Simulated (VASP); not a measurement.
Write the native input for VASP 6.6.1 that does the following.

```
Task                   : single point
Functional             : r2SCAN
Dispersion             : rVV10
Potentials or basis    : VASP PAW PBE potentials, release 64 (Os)
Cutoff                 : 520 eV
k mesh                 : 11 × 11 × 6
Occupations            : fermi-dirac, width 0.05 eV
Spin                   : no spin polarisation
Dipole correction      : no
Further INCAR settings : ALGO = Normal; EDIFF = 1e-06; NBANDS = 15
```

Os:

```
Os
1.0
     2.67829    0.00000    0.00000
    -1.33914    2.31946    0.00000
     0.00000    0.00000    4.23152
Os
2
Cartesian
  1.3391 0.7732 3.1736
  0.0000 1.5463 1.0579
```

One way to write it, as run:

POSCAR

```
Os
1.0
    2.6782863798      0.0000000000      0.0000000000
   -1.3391431899      2.3194640436      0.0000000000
    0.0000000000      0.0000000000      4.2315181138
Os
2
Direct
    0.6666666667      0.3333333333      0.7500000000
    0.3333333333      0.6666666667      0.2500000000
```

INCAR.step1

```
SYSTEM = Os
ALGO     = Normal         ! electronic algorithm
EDIFF    = 1E-4           ! SCF threshold, eV
ENCUT    = 520            ! plane-wave cutoff, eV
GGA      = PE             ! functional
ISMEAR   = -1             ! smearing method
LASPH    = .True.         ! aspherical terms in the spheres
LCHARG   = .False.        ! write CHGCAR
LREAL    = .False.        ! projectors in reciprocal space
LWAVE    = .True.         ! write WAVECAR
NBANDS   = 15             ! bands
NELM     = 80             ! most SCF steps
PREC     = Accurate       ! precision mode
SIGMA    = 0.05           ! smearing width, eV
```

INCAR.step2

```
SYSTEM = Os
ALGO     = Normal         ! electronic algorithm
BPARAM   = 11.95        
CPARAM   = 0.0093       
EDIFF    = 1E-6           ! SCF threshold, eV
ENCUT    = 520            ! plane-wave cutoff, eV
ISIF     = 2              ! what is computed and relaxed
ISMEAR   = -1             ! smearing method
ISTART   = 1            
IVDW_NL  = 2            
LASPH    = .True.         ! aspherical terms in the spheres
LCHARG   = .True.         ! write CHGCAR
LELF     = .True.         ! ELF
LMIXTAU  = .True.       
LREAL    = .False.        ! projectors in reciprocal space
LUSE_VDW = .True.       
LVHAR    = .True.       
LWAVE    = .False.        ! write WAVECAR
METAGGA  = R2SCAN         ! meta-GGA
NBANDS   = 15             ! bands
NELM     = 80             ! most SCF steps
PREC     = Accurate       ! precision mode
SIGMA    = 0.05           ! smearing width, eV
```

KPOINTS

```
k-points
0
Gamma
  11 11 6
  0 0 0
```

Potentials or basis: VASP PAW PBE potentials, release 64 (Os).

Launch:

```sh
$ cat potpaw_PBE.64/Os/POTCAR > POTCAR
$ cp INCAR.step1 INCAR
$ mpirun -np 1 vasp_std > vasp.out
$ cp INCAR.step2 INCAR
$ mpirun -np 1 vasp_std > vasp.out
```

It gave:

The pressure is 32.5 GPa. The band gap on the k mesh is zero (band 8 reaches 12.66 eV, above the bottom of band 9 at 8.19 eV).

Caveat: the PAW data sets were made with another functional, which shifts forces and pressure a little; spin-orbit coupling is left out, which moves the levels of the heavy elements.

It took 84 s on 1 thread of Intel(R) Xeon(R) Platinum 8259CL CPU @ 2.50GHz (Skylake/Cascade Lake), with other jobs on the host, peak memory 0.22 GiB.
